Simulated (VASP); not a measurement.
# H (Cmce) in VASP: relaxation of cell and atoms with r2SCAN

Aim: the relaxation of cell and atoms of H with r2SCAN.

Program: VASP 6.6.1. These are calculated values, not measurements. Logs are shortened: lines on timing, memory, paths and dates and some standing lists are left out, and cuts for length are marked.

**1. The cell of the first run**

The structure is orthorhombic, space group Cmce (No. 64). The conventional cell has a = 5.247 Å, b = 5.134 Å, c = 4.142 Å, α = 90.00°, β = 90.00°, γ = 90.00°. Within 1.0 Å of H (site symmetry m) lie 1 H at 0.74 Å.

**2. Relaxation of cell and atoms, r2SCAN**

POSCAR reads:

```
H
1.0
    2.6234813799     -2.5669048168      0.0000000000
    2.6234813799      2.5669048168      0.0000000000
    0.0000000000      0.0000000000      4.1418180000
H
4
Direct
    0.9532956300      0.0467043700      0.0685088900
    0.4532956300      0.5467043700      0.4314911100
    0.5467043700      0.4532956300      0.5685088900
    0.0467043700      0.9532956300      0.9314911100
```

INCAR.step1 reads:

```
SYSTEM = H
ALGO = Normal
EDIFF = 1E-4
ENCUT = 600
GGA = PE
ISMEAR = 0
LASPH = .TRUE.
LCHARG = .FALSE.
LREAL = .FALSE.
LWAVE = .TRUE.
NELM = 100
PREC = Accurate
SIGMA = 0.02
```

INCAR.step2 reads:

```
SYSTEM = H
ALGO = Normal
EDIFF = 1E-7
EDIFFG = -0.01
ENCUT = 600
IBRION = 2
ISIF = 3
ISMEAR = 0
ISTART = 1
LASPH = .TRUE.
LCHARG = .FALSE.
LMIXTAU = .TRUE.
LREAL = .FALSE.
LWAVE = .FALSE.
METAGGA = R2SCAN
NELM = 100
NSW = 100
PREC = Accurate
SIGMA = 0.02
```

KPOINTS reads:

```
k-points
0
G
  6 6 6
  0 0 0
```

Potentials or basis: VASP PAW PBE potentials, release 64 (H).

The run is started by

```bash
> cat potpaw_PBE.64/H/POTCAR > POTCAR
> cp INCAR.step1 INCAR
> mpirun -np 1 vasp_std > vasp.out
> cp INCAR.step2 INCAR
> mpirun -np 1 vasp_std > vasp.out
```

OUTCAR:

```text
SYSTEM = H
   EDIFF = 1E-7
   EDIFFG = -0.01
   ENCUT = 600
   IBRION = 2
   ISIF = 3
   ISMEAR = 0
   ISTART = 1
   LASPH = .TRUE.
   LREAL = .FALSE.
   METAGGA = R2SCAN
   NELM = 100
   NSW = 100
   PREC = Accurate

 ion  position               nearest neighbor table
   1  0.953  0.047  0.069-   4 0.74
   2  0.453  0.547  0.431-   3 0.74
   3  0.547  0.453  0.569-   2 0.74
   4  0.047  0.953  0.931-   1 0.74

  LATTYP: Found a base centered orthorhombic cell.
 ALAT       =     5.1338096336
 B/A-ratio  =     1.0220407717
 C/A-ratio  =     0.8067728053

  Lattice vectors:

 A1 = (  -2.6234813799,  -2.5669048168,   0.0000000000)
 A2 = (   2.6234813799,  -2.5669048168,   0.0000000000)
 A3 = (   0.0000000000,   0.0000000000,   4.1418180000)

Analysis of symmetry for initial positions (statically):
=====================================================================
 Subroutine PRICEL returns:
 Original cell was already a primitive cell.

 Routine SETGRP: Setting up the symmetry group for a
 base centered orthorhombic supercell.

 Subroutine GETGRP returns: Found  8 space group operations
 (whereof  4 operations were pure point group operations)
 out of a pool of  8 trial point group operations.

The static configuration has the point symmetry C_2h.
 The point group associated with its full space group is D_2h.

Analysis of symmetry for dynamics (positions and initial velocities):
=====================================================================
 Subroutine PRICEL returns:
 Original cell was already a primitive cell.

 Routine SETGRP: Setting up the symmetry group for a
 base centered orthorhombic supercell.

 Subroutine GETGRP returns: Found  8 space group operations
 (whereof  4 operations were pure point group operations)
 out of a pool of  8 trial point group operations.

The dynamic configuration has the point symmetry C_2h.
 The point group associated with its full space group is D_2h.

 Subroutine INISYM returns: Found  8 space group operations
 (whereof  4 operations are pure point group operations),
 and found     1 'primitive' translations

----------------------------------------------------------------------------------------

                                     Primitive cell

  volume of cell :      55.7839

  direct lattice vectors                    reciprocal lattice vectors
     2.623481380 -2.566904817  0.000000000     0.190586449 -0.194787121  0.000000000
     2.623481380  2.566904817  0.000000000     0.190586449  0.194787121  0.000000000
     0.000000000  0.000000000  4.141818000     0.000000000  0.000000000  0.241439870

  length of vectors
     3.670375306  3.670375306  4.141818000     0.272516453  0.272516453  0.241439870

  position of ions in fractional coordinates (direct lattice)
     0.953295630  0.046704370  0.068508890
     0.453295630  0.546704370  0.431491110
     0.546704370  0.453295630  0.568508890
     0.046704370  0.953295630  0.931491110

  ion indices of the primitive-cell ions
   primitive index   ion index
                 1           1
                 2           2
                 3           3
                 4           4

----------------------------------------------------------------------------------------

 KPOINTS: k-points

Automatic generation of k-mesh.
 Grid dimensions read from file:
 generate k-points for:    6    6    6

 Generating k-lattice:

  Cartesian coordinates                     Fractional coordinates (reciprocal lattice)
     0.031764408 -0.032464520  0.000000000     0.166666667  0.000000000  0.000000000
     0.031764408  0.032464520  0.000000000     0.000000000  0.166666667  0.000000000
     0.000000000  0.000000000  0.040239978     0.000000000  0.000000000  0.166666667

  Length of vectors
     0.045419409  0.045419409  0.040239978

  Shift w.r.t. Gamma in fractional coordinates (k-lattice)
     0.000000000  0.000000000  0.000000000

 Subroutine IBZKPT returns following result:
 ===========================================

 Found     52 irreducible k-points:

 Following reciprocal coordinates:
            Coordinates               Weight
  0.000000  0.000000  0.000000      1.000000
  0.166667  0.000000  0.000000      4.000000
  0.333333 -0.000000  0.000000      4.000000
  0.500000 -0.000000  0.000000      2.000000
  0.166667  0.166667  0.000000      2.000000
  0.333333  0.166667  0.000000      4.000000
[... 16 lines left out ...]
  0.333333  0.333333  0.166667      4.000000
  0.500000  0.333333  0.166667      8.000000
 [... further k-points ...]
   k-points           NKPTS =     52   k-points in BZ     NKDIM =     52   number of bands    NBANDS=      6
   number of dos      NEDOS =    301   number of ions     NIONS =      4
   total plane-waves  NPLWV =  32400
   dimension x,y,z NGX =    30 NGY =   30 NGZ =   36
   dimension x,y,z NGXF=    60 NGYF=   60 NGZF=   72
   ions per type =               4
   NGX,Y,Z   is equivalent  to a cutoff of  13.59, 13.59, 14.45 a.u.
   NGXF,Y,Z  is equivalent  to a cutoff of  27.18, 27.18, 28.90 a.u.
 SYSTEM =  H
   PREC   = accura    normal or accurate (medium, high low for compatibility)
   ISTART =      1    job   : 0-new  1-cont  2-samecut
   ICHARG =      0    charge: 1-file 2-atom 10-const
   ISPIN  =      1    spin polarized calculation?
   LNONCOLLINEAR =      F non collinear calculations
   LSORBIT =      F    spin-orbit coupling
   LASPH  =      T    aspherical Exc in radial PAW
   ENCUT  =  600.0 eV  44.10 Ry    6.64 a.u.   7.33  7.33  8.27*2*pi/ulx,y,z
   NELM   =    100;   NELMIN=  2; NELMDL=  0     # of ELM steps
   EDIFF  = 0.1E-06   stopping-criterion for ELM
   LREAL  =      F    real-space projection
   EDIFFG = -.1E-01   stopping-criterion for IOM
   NSW    =    100    number of steps for IOM
   IBRION =      2    ionic relax: 0-MD 1-quasi-New 2-CG
   NFREE  =      1    steps in history (QN), initial steepest desc. (CG)
   ISIF   =      3    stress and relaxation
   ISYM   =      2    0-nonsym 1-usesym 2-fastsym
   POTIM  = 0.5000    time-step for ionic-motion
   TEBEG  =    0.0;   TEEND  =   0.0 temperature during run
   PSTRESS=    0.0 pullay stress
   NELECT =       4.0000    total number of electrons
   NUPDOWN=      -1.0000    fix difference up-down
   EMIN   =  10.00;   EMAX   =-10.00  energy-range for DOS
   EFERMI =   0.00;   METHOD = LEGACY
   ISMEAR =     0;   SIGMA  =   0.02  broadening in eV -4-tet -1-fermi 0-gaus
   EFERMI_NEDOS =   21; number of points for ismear=-14 and -15
   IALGO  =     38    algorithm
   IMIX   =      4    mixing-type and parameters
     AMIX     =   0.40;   BMIX     =  1.00
     AMIX_MAG =   1.60;   BMIX_MAG =  1.00
  volume/ion in A,a.u.               =      13.95        94.11
  Fermi-wavevector in a.u.,A,eV,Ry     =   0.680130  1.285259  6.293739  0.462577
  Thomas-Fermi vector in A             =   1.758530
   LORBIT       =      0    0 simple, 1 ext, 2 COOP (PROOUT), +10 PAW based schemes
   METAGGA = R2SCAN    functional components
   LHFCALC =     F    Hartree Fock is set to
   AEXX    =    0.0000 exact exchange contribution
   IVDW    =     0    specifies the selected vdW correction
   LEPSILON=     F    determine dielectric tensor
   LRPA    =     F    only Hartree local field effects (RPA)
 conjugate gradient relaxation of ions
 non-spin polarized calculation
 Gauss-broadening in eV      SIGMA  =   0.02
  energy-cutoff  :      600.00
  volume of cell :       55.78
 maximum number of plane-waves:      1886
 NGX is ok and might be reduce to    30
   NGX = 15   NGY = 15   NGZ = 17

--------------------------------------- Ionic step        1  -------------------------------------------

 number of electron       4.0000000 magnetization

 Free energy of the ion-electron system (eV)
  ---------------------------------------------------
  ext. energy  EPLUGINS =         0.00000000
  ---------------------------------------------------
  free energy    TOTEN  =       -13.81662657 eV

  energy without entropy =      -13.81662657  energy(sigma->0) =      -13.81662657

------------------------ aborting loop because EDIFF is reached ----------------------------------------

  FORCE on cell =-STRESS in cart. coord.  units (eV):
  Direction    XX          YY          ZZ          XY          YZ          ZX
  --------------------------------------------------------------------------------------
  -------------------------------------------------------------------------------------
  Total       -0.0047048     -0.0277062     -0.0185015      0.0000000     -0.0000000      0.0000000
  in kB       -0.1351263     -0.7957540     -0.5313838      0.0000000     -0.0000000      0.0000000
  external PRESSURE =      -0.4874214 kB  Pullay stress =       0.0000000 kB
[... 61 lines left out ...]
  energy  without entropy=      -13.8164392984  energy(sigma->0) =      -13.81643930

--------------------------------------- Ionic step        3  -------------------------------------------

 number of electron       4.0000000 magnetization

 Free energy of the ion-electron system (eV)
  ---------------------------------------------------
  ext. energy  EPLUGINS =         0.00000000
  ---------------------------------------------------
  free energy    TOTEN  =       -13.81665653 eV

  energy without entropy =      -13.81665653  energy(sigma->0) =      -13.81665653

 E-fermi :  -8.9164     XC(G=0):  -4.8177

 val. band max:       -9.0565432927   @ k =   0.0000   0.0000   0.0000
 cond. band min:       1.0507916004   @ k =   0.5000  -0.0000   0.5000
 fundamental gap:     10.1073348931
 Fermi energy:        -8.9164342934

 k-point     1 :       0.0000    0.0000    0.0000
  band No.  band energies     occupation
      1     -10.8362      2.00000
      2      -9.0565      2.00000
      3       3.2229      0.00000
      4       4.7597      0.00000
      5       5.0044      0.00000
      6       7.2920      0.00000

 k-point     2 :       0.1667    0.0000    0.0000
  band No.  band energies     occupation
      1     -10.6912      2.00000
      2      -9.1288      2.00000
      3       3.3409      0.00000
      4       4.2086      0.00000
      5       4.4961      0.00000
      6       6.5839      0.00000
[... 190 lines left out ...]
 k-point    24 :       0.5000    0.3333    0.1667
  band No.  band energies     occupation
      1      -9.6595      2.00000
      2      -9.5325      2.00000
      3       1.7465      0.00000
      4       2.7187      0.00000
      5       4.4943      0.00000
      6       5.9671      0.00000

 [... further k-points ...]

------------------------ aborting loop because EDIFF is reached ----------------------------------------

  FORCE on cell =-STRESS in cart. coord.  units (eV):
  Direction    XX          YY          ZZ          XY          YZ          ZX
  --------------------------------------------------------------------------------------
  -------------------------------------------------------------------------------------
  Total       -0.0048361     -0.0074095      0.0098055      0.0000000     -0.0000000      0.0000000
  in kB       -0.1389211     -0.2128448      0.2816723      0.0000000     -0.0000000      0.0000000
  external PRESSURE =      -0.0233645 kB  Pullay stress =       0.0000000 kB
[... 19 lines left out ...]
  FREE ENERGIE OF THE ION-ELECTRON SYSTEM (eV)
  ---------------------------------------------------
  free  energy   TOTEN  =       -13.8166565273 eV

  energy  without entropy=      -13.8166565273  energy(sigma->0) =      -13.81665653

 reached required accuracy - stopping structural energy minimisation
```

Run time: 1.8 min. Hardware: 1 thread of AMD EPYC 9R45 (Zen 5), shared host; peak memory 0.15 GiB.

What came out:

* Free energy: -13.8167 eV
* Relaxed volume: 13.94 Å³/atom
* Relaxed cell: a = 3.670 Å, b = 3.670 Å, c = 4.142 Å, α = 90.00°, β = 90.00°, γ = 88.75°
* Space group after relaxing (to 0.1 Å): Cmce (No. 64)
* Energy gained by relaxing: 0.0 meV/atom
* Ionic steps: 3
* Pressure after relaxing: 0.0 GPa
* Band gap on the k mesh: 10.11 eV (least direct gap 10.72 eV)

Final structure:
```
H
1.0
     2.62344   -2.56667    0.00000
     2.62344    2.56667    0.00000
     0.00000    0.00000    4.14157
H
4
Direct
  0.95335 0.04665 0.06843
  0.45335 0.54665 0.43157
  0.54665 0.45335 0.56843
  0.04665 0.95335 0.93157
```

Caveat: the PAW data sets were made with another functional, which shifts forces and pressure a little. A k mesh can miss the band edges.
